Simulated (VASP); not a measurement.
A run of VASP 6.6.1:

The input INCAR:

```
  PREC = Accurate
  ENCUT = 520
  EDIFF = 1E-6
  ISMEAR = -1
  SIGMA = 0.08
  LREAL = False
  LASPH = True
  NELM = 150
  ALGO = Normal
  ISIF = 2
  LWAVE = False
  LCHARG = False
  LNONCOLLINEAR = True
  MAGMOM = 0 0 0 0 0 0
  LORBIT = 11
  LSORBIT = True
  GGA_COMPAT = False
  LORBMOM = True
  LMAXMIX = 6
  GGA = CA
  NBANDS = 35
```

The input KPOINTS:

```
regular mesh
0
Gamma
  10 10 10
```

File POSCAR:

```
LaZn
1.0
    3.6460354636      0.0000000000      0.0000000000
    0.0000000000      3.6460354636      0.0000000000
    0.0000000000      0.0000000000      3.6460354636
La Zn
1 1
Direct
    0.5000000000      0.5000000000      0.5000000000
    0.0000000000      0.0000000000      0.0000000000
```

Potentials or basis: VASP PAW LDA potentials, release 64 (La, Zn).

Command:

```console
$ cat potpaw_LDA.64/La/POTCAR potpaw_LDA.64/Zn/POTCAR > POTCAR
$ mpirun -np 1 vasp_ncl > vasp.out
```

Hardware: 1 thread of Oxide Virtual Turin-like Processor, on a shared host.

How long does it take, and how much memory?

Run time: 4.5 min on 1 thread of Oxide Virtual Turin-like Processor, with other jobs on the host, peak memory 0.28 GiB. Counts: scf iterations 13, k points 56.
